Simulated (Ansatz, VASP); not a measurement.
## Two plane-wave programs on KTi3

```xyz
4
Lattice="4.3969 0.0000 0.0000 0.0000 4.3969 0.0000 0.0000 0.0000 4.3969" Properties=species:S:1:pos:R:3 pbc="T T T"
K     2.1984    2.1984    2.1984
Ti    2.1984    0.0000    0.0000
Ti    0.0000    2.1984    0.0000
Ti    0.0000    0.0000    2.1984
```

Alike in both runs: functional PBE; k mesh 4 × 4 × 4; occupations gaussian, width 0.1 eV; no spin polarisation.

Ansatz relaxed the structure, and its values are those at the end. VASP's run is a single point on that final structure, the one shown.

|  | VASP | Ansatz |
| --- | --- | --- |
| version | VASP 6.6.1 | Ansatz 0.2.0 |
| potentials or method | VASP PAW PBE potentials, release 64 (K_sv, Ti_sv), cutoff 520 eV | scalar-relativistic, plane waves, PAW |
| valence electrons in the cell | 45 | 45 |

|  | VASP | Ansatz | Ansatz less VASP |
| --- | --- | --- | --- |
| gap on the k mesh at the Fermi level (eV) | none | none | - |
| pressure (GPa) | 0.2 | 0.2 | -0.03 |

A gap of «none» marks a metal or a gap that the smearing closes. With one functional, cell and mesh, what is left measures potentials, basis and numerics.
